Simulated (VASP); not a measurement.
Cd2S: single point with PBE-based screened hybrid with 10 % exact exchange

The system is Cd2S.

```
Cd S
1.0
     3.96267    0.00000    0.00000
    -1.98134    3.43177    0.00000
     0.00000    0.00000    5.80919
Cd S
2 1
Direct
  0.33333 0.66667 0.93272
  0.66667 0.33333 0.57873
  0.33333 0.66667 0.36571
```

```json
{"Program": "VASP 6.6.1", "Task": "single point", "Functional": "PBE-based screened hybrid with 10 % exact exchange", "Potentials or basis": "VASP PAW PBE potentials, release 64 (Cd, S)", "Cutoff": "520 eV", "k mesh": "4 × 4 × 3", "Occupations": "fermi-dirac, width 0.05 eV", "Spin": "no spin polarisation"}
```

```json
{
 "Pressure": "-0.5 GPa",
 "Largest force": "0.109 eV/Å",
 "Band gap on the k mesh": "1.00 eV (least direct gap 1.62 eV)"
}
```

Forces in eV/Å, atoms in the order of the input:
```
Cd   0.000  0.000  0.082
Cd   0.000  0.000 -0.109
S    0.000  0.000  0.027
```

Levels at points of the mesh, in eV from the valence-band top:
```csv
k point,band 13,band 14,band 15,band 16,band 17,band 18
"(0.00, 0.00, 0.00)",-3.51,-0.50,-0.50,3.89,5.72,7.52
"(0.50, 0.00, 0.00)",-2.82,-1.40,-0.85,1.00,3.80,5.36
```

Wall time 48 min on 1 thread of Oxide Virtual Turin-like Processor, with other jobs on the host, peak memory 0.28 GiB.

Caveat: the k points lie up to 0.46 Å⁻¹ apart; the PAW data sets were made with another functional, which shifts forces and pressure a little. A k mesh can miss the band edges.
